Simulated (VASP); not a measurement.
# HgTe (F-43m) in VASP: notebook, part 2 of 2

VASP 6.6.1. Earlier steps stand in the parts before.

**6. Relaxation of cell and atoms, PBE, target pressure 50 GPa, at which the enthalpy is minimised**

INCAR

```
PREC = Accurate
ENCUT = 600
EDIFF = 1E-7
ISMEAR = -1
SIGMA = 0.15
LREAL = False
LASPH = True
NELM = 100
ALGO = Normal
ISIF = 3
LWAVE = False
LCHARG = False
GGA = PE
IBRION = 2
NSW = 80
EDIFFG = -0.001
PSTRESS = 500.0
```

KPOINTS

```
regular mesh
0
Gamma
  12 12 12
```

POSCAR

```
HgTe
1.0
    0.0000000000      3.3264647587      3.3264647587
    3.3264647587      0.0000000000      3.3264647587
    3.3264647587      3.3264647587      0.0000000000
Hg Te
1 1
Direct
    0.0000000000      0.0000000000      0.0000000000
    0.7500000000      0.7500000000      0.7500000000
```

Potentials or basis: VASP PAW PBE potentials, release 64 (Hg, Te).

Run with:

```sh
> cat potpaw_PBE.64/Hg/POTCAR potpaw_PBE.64/Te/POTCAR > POTCAR
> mpirun -np 1 vasp_std > vasp.out
```

OUTCAR:

```text
PREC = Accurate
   ENCUT = 600
   EDIFF = 1E-7
   ISMEAR = -1
   LREAL = False
   LASPH = True
   NELM = 100
   ISIF = 3
   GGA = PE
   IBRION = 2
   NSW = 80
   EDIFFG = -0.001
   PSTRESS = 500.0

 ion  position               nearest neighbor table
   1  0.000  0.000  0.000-   2 2.88   2 2.88   2 2.88   2 2.88
   2  0.750  0.750  0.750-   1 2.88   1 2.88   1 2.88   1 2.88

  LATTYP: Found a face centered cubic cell.
 ALAT       =     6.6529295174

  Lattice vectors:

 A1 = (   0.0000000000,   3.3264647587,   3.3264647587)
 A2 = (   3.3264647587,   0.0000000000,   3.3264647587)
 A3 = (   3.3264647587,   3.3264647587,   0.0000000000)

Analysis of symmetry for initial positions (statically):
=====================================================================
 Subroutine PRICEL returns:
 Original cell was already a primitive cell.

 Routine SETGRP: Setting up the symmetry group for a
 face centered cubic supercell.

 Subroutine GETGRP returns: Found 24 space group operations
 (whereof 24 operations were pure point group operations)
 out of a pool of 48 trial point group operations.

The static configuration has the point symmetry T_d .

Analysis of symmetry for dynamics (positions and initial velocities):
=====================================================================
 Subroutine PRICEL returns:
 Original cell was already a primitive cell.

 Routine SETGRP: Setting up the symmetry group for a
 face centered cubic supercell.

 Subroutine GETGRP returns: Found 24 space group operations
 (whereof 24 operations were pure point group operations)
 out of a pool of 48 trial point group operations.

The dynamic configuration has the point symmetry T_d .

 Subroutine INISYM returns: Found 24 space group operations
 (whereof 24 operations are pure point group operations),
 and found     1 'primitive' translations

----------------------------------------------------------------------------------------

                                     Primitive cell

  volume of cell :      73.6171

  direct lattice vectors                    reciprocal lattice vectors
     0.000000000  3.326464759  3.326464759    -0.150309724  0.150309724  0.150309724
     3.326464759  0.000000000  3.326464759     0.150309724 -0.150309724  0.150309724
     3.326464759  3.326464759  0.000000000     0.150309724  0.150309724 -0.150309724

  length of vectors
     4.704331577  4.704331577  4.704331577     0.260344079  0.260344079  0.260344079

  position of ions in fractional coordinates (direct lattice)
     0.000000000  0.000000000  0.000000000
     0.750000000  0.750000000  0.750000000

  ion indices of the primitive-cell ions
   primitive index   ion index
                 1           1
                 2           2

----------------------------------------------------------------------------------------

 KPOINTS: regular mesh

Automatic generation of k-mesh.
 Grid dimensions read from file:
 generate k-points for:   12   12   12

 Generating k-lattice:

  Cartesian coordinates                     Fractional coordinates (reciprocal lattice)
    -0.012525810  0.012525810  0.012525810     0.083333333  0.000000000  0.000000000
     0.012525810 -0.012525810  0.012525810     0.000000000  0.083333333  0.000000000
     0.012525810  0.012525810 -0.012525810     0.000000000  0.000000000  0.083333333

  Length of vectors
     0.021695340  0.021695340  0.021695340

  Shift w.r.t. Gamma in fractional coordinates (k-lattice)
     0.000000000  0.000000000  0.000000000

 Subroutine IBZKPT returns following result:
 ===========================================

 Found     72 irreducible k-points:

 Following reciprocal coordinates:
            Coordinates               Weight
  0.000000  0.000000  0.000000      1.000000
  0.083333  0.000000  0.000000      8.000000
  0.166667  0.000000  0.000000      8.000000
  0.250000  0.000000  0.000000      8.000000
  0.333333  0.000000  0.000000      8.000000
  0.416667  0.000000  0.000000      8.000000
[... 16 lines left out ...]
  0.500000  0.166667  0.000000     24.000000
 -0.416667  0.166667  0.000000     24.000000
 [... further k-points ...]
   k-points           NKPTS =     72   k-points in BZ     NKDIM =     72   number of bands    NBANDS=     13
   number of dos      NEDOS =    301   number of ions     NIONS =      2
   total plane-waves  NPLWV =  64000
   dimension x,y,z NGX =    40 NGY =   40 NGZ =   40
   dimension x,y,z NGXF=    80 NGYF=   80 NGZF=   80
   ions per type =               1   1
   NGX,Y,Z   is equivalent  to a cutoff of  14.14, 14.14, 14.14 a.u.
   NGXF,Y,Z  is equivalent  to a cutoff of  28.27, 28.27, 28.27 a.u.
 SYSTEM =  unknown system
   PREC   = accura    normal or accurate (medium, high low for compatibility)
   ISTART =      0    job   : 0-new  1-cont  2-samecut
   ICHARG =      2    charge: 1-file 2-atom 10-const
   ISPIN  =      1    spin polarized calculation?
   LNONCOLLINEAR =      F non collinear calculations
   LSORBIT =      F    spin-orbit coupling
   LASPH  =      T    aspherical Exc in radial PAW
   ENCUT  =  600.0 eV  44.10 Ry    6.64 a.u.   9.40  9.40  9.40*2*pi/ulx,y,z
   NELM   =    100;   NELMIN=  2; NELMDL= -5     # of ELM steps
   EDIFF  = 0.1E-06   stopping-criterion for ELM
   LREAL  =      F    real-space projection
   EDIFFG = -.1E-02   stopping-criterion for IOM
   NSW    =     80    number of steps for IOM
   IBRION =      2    ionic relax: 0-MD 1-quasi-New 2-CG
   NFREE  =      1    steps in history (QN), initial steepest desc. (CG)
   ISIF   =      3    stress and relaxation
   ISYM   =      2    0-nonsym 1-usesym 2-fastsym
   POTIM  = 0.5000    time-step for ionic-motion
   TEBEG  =    0.0;   TEEND  =   0.0 temperature during run
   PSTRESS=  500.0 pullay stress
   NELECT =      18.0000    total number of electrons
   NUPDOWN=      -1.0000    fix difference up-down
   EMIN   =  10.00;   EMAX   =-10.00  energy-range for DOS
   EFERMI =   0.00;   METHOD = LEGACY
   ISMEAR =    -1;   SIGMA  =   0.15  broadening in eV -4-tet -1-fermi 0-gaus
   EFERMI_NEDOS =   21; number of points for ismear=-14 and -15
   IALGO  =     38    algorithm
   IMIX   =      4    mixing-type and parameters
     AMIX     =   0.40;   BMIX     =  1.00
     AMIX_MAG =   1.60;   BMIX_MAG =  1.00
  volume/ion in A,a.u.               =      36.81       248.40
  Fermi-wavevector in a.u.,A,eV,Ry     =   1.023700  1.934513 14.258387  1.047962
  Thomas-Fermi vector in A             =   2.157448
   LORBIT       =      0    0 simple, 1 ext, 2 COOP (PROOUT), +10 PAW based schemes
   GGA     = PE    functional components
   LHFCALC =     F    Hartree Fock is set to
   AEXX    =    0.0000 exact exchange contribution
   IVDW    =     0    specifies the selected vdW correction
   LEPSILON=     F    determine dielectric tensor
   LRPA    =     F    only Hartree local field effects (RPA)
 conjugate gradient relaxation of ions
 non-spin polarized calculation
  energy-cutoff  :      600.00
  volume of cell :       73.62
 maximum number of plane-waves:      2485
 NGX is ok and might be reduce to    40
   NGX = 19   NGY = 19   NGZ = 19

--------------------------------------- Ionic step        1  -------------------------------------------

 number of electron      18.0000002 magnetization

 Free energy of the ion-electron system (eV)
  ---------------------------------------------------
  ext. energy  EPLUGINS =         0.00000000
  ---------------------------------------------------
  free energy    TOTEN  =        -3.65471389 eV

  energy without entropy =       -3.64522007  energy(sigma->0) =       -3.64996698

------------------------ aborting loop because EDIFF is reached ----------------------------------------

  FORCE on cell =-STRESS in cart. coord.  units (eV):
  Direction    XX          YY          ZZ          XY          YZ          ZX
  --------------------------------------------------------------------------------------
  -------------------------------------------------------------------------------------
  Total        0.0246302      0.0246302      0.0246302      0.0000000      0.0000000     -0.0000000
  in kB        0.5360422      0.5360422      0.5360422      0.0000000      0.0000000     -0.0000000
  external PRESSURE =    -499.4639578 kB  Pullay stress =     500.0000000 kB
[... 872 lines left out ...]
      2      -1.4328      2.00000
      3      -1.3008      2.00000
      4      -0.6366      2.00000
      5      -0.4193      2.00000
      6      -0.0184      2.00000
      7       1.0440      2.00000
      8       5.5060      2.00000
      9       6.9996      2.00000
     10      11.6710      0.00006
     11      13.5159      0.00000
     12      14.9545      0.00000
     13      17.3762      0.00000

 [... further k-points ...]

[... ionic steps 4 to 7 ...]

--------------------------------------- Ionic step        8  -------------------------------------------

 number of electron      18.0000000 magnetization

------------------------ aborting loop because EDIFF is reached ----------------------------------------
[... 71 lines left out ...]
--------------------------------------- Ionic step       10  -------------------------------------------

 number of electron      18.0000001 magnetization

 Free energy of the ion-electron system (eV)
  ---------------------------------------------------
  ext. energy  EPLUGINS =         0.00000000
  ---------------------------------------------------
  free energy    TOTEN  =        -0.99906742 eV

  energy without entropy =       -0.99626069  energy(sigma->0) =       -0.99766405

 E-fermi :   8.2969     XC(G=0): -10.5231

 val. band max:        8.0455160509   @ k =   0.0000   0.0000   0.0000
 cond. band min:       8.3006905200   @ k =   0.0000   0.0000   0.0000
 fundamental gap:      0.2551744691
 Fermi energy:         8.2969295846
[... 417 lines left out ...]
  energy  without entropy=       -0.9962606861  energy(sigma->0) =       -0.99766405

  enthalpy is  TOTEN    =        13.6010936950 eV   P V=       14.6001611146

 reached required accuracy - stopping structural energy minimisation
```

CONTCAR:

```text
HgTe
   1.00000000000000
     0.0000000000000000    2.8599344350679221    2.8599344350679221
     2.8599344350679221    0.0000000000000000    2.8599344350679221
     2.8599344350679221    2.8599344350679221   -0.0000000000000000
  Hg              Te
     1     1
Direct
     0.0000000000000000    0.0000000000000000    0.0000000000000000
     0.7500000000000000    0.7500000000000000    0.7500000000000000

  0.00000000E+00  0.00000000E+00  0.00000000E+00
  0.00000000E+00  0.00000000E+00  0.00000000E+00
```

Run time: 8.6 min. Hardware: 1 thread of Intel Xeon Platinum 8559C (Emerald Rapids), shared host; peak memory 0.43 GiB.

Results:

| Property | Result |
| --- | --- |
| Free energy | -0.9991 eV |
| Relaxed volume | 23.39 Å³/atom |
| Relaxed cell | a = 4.045 Å, b = 4.045 Å, c = 4.045 Å, α = 60.00°, β = 60.00°, γ = 60.00° |
| Space group after relaxing (to 0.1 Å) | F-43m (No. 216) |
| Energy change on relaxing (the run minimises the enthalpy) | +1327.8 meV/atom |
| Ionic steps | 10 |
| Pressure after relaxing | 50.0 GPa |

The path:
```tsv
step	energy change (eV)	largest force (eV/Å)	pressure (GPa)	volume (Å³)
1	0.0000	0.0000	0.05	73.62
2	381.9783	0.0000	10678.04	6.55
3	0.0481	0.0000	3.12	68.39
4	0.2005	0.0000	7.38	63.61
5	4.5560	0.0000	80.99	42.04
6	2.1915	0.0000	42.44	48.40
7	2.6037	0.0000	49.15	46.95
8	2.7462	0.0000	51.47	46.50
9	2.3745	0.0000	45.41	47.73
10	2.6556	0.0000	50.00	46.78
```

Final structure:
```xyz
2
Lattice="0.0000 2.8599 2.8599 2.8599 0.0000 2.8599 2.8599 2.8599 0.0000" Properties=species:S:1:pos:R:3 pbc="T T T"
Hg    0.0000    0.0000    0.0000
Te    4.2899    4.2899    4.2899
```

Caveat: the cell is relaxed towards a set pressure, so the run minimises the enthalpy, not the energy; the volume moved by over 15 % at a fixed basis, so the end points are rough; spin-orbit coupling is left out, which moves the levels of the heavy elements.

**7. Overview**

| task | cell | k mesh | cutoff (eV) | smearing | gap on the mesh (eV) | pressure (GPa) | relaxed volume (Å³/atom) |
| --- | --- | --- | --- | --- | --- | --- | --- |
| single point | a = 4.704 Å, angles 60.0°, 2 atoms, atomic positions A | 12 × 12 × 12 | 520 | fermi-dirac 0.15 eV | none | 0.0 | - |
| relaxation of cell and atoms | relaxed from a = 4.559 Å, angles 60.0°, 2 atoms, atomic positions A | 12 × 12 × 12 | 600 | gaussian 0.1 eV | none | 0.0 | 36.81 |
| single point | a = 4.702, b = 6.650 Å, angles 135.0, 60.0, 90.0°, 2 atoms, atomic positions B | 8 × 5 × 15 | 520 | gaussian 0.1 eV | none | 0.1 | - |
| relaxation of cell and atoms | relaxed from a = 4.702 Å, angles 60.0°, 2 atoms, atomic positions A | 12 × 12 × 12 | 600 | gaussian 0.1 eV | none | 0.0 | 36.86 |
| relaxation of cell and atoms | relaxed to 50 GPa from a = 4.704 Å, angles 60.0°, 2 atoms, atomic positions A | 12 × 12 × 12 | 600 | fermi-dirac 0.15 eV | - | 50.0 | - |

Alike in all rows: level PBE; potentials or basis VASP PAW PBE potentials, release 64 (Hg, Te); no spin polarisation.

Caveats: spin-orbit coupling is left out, which moves the levels of the heavy elements; semilocal functionals underestimate gaps, so a narrow gap can read as zero (at least some runs); the cell is relaxed towards a set pressure, so the run minimises the enthalpy, not the energy (at least some runs); the volume moved by over 15 % at a fixed basis, so the end points are rough (at least some runs).

Absolute energies hang on the potentials; compare differences alone.
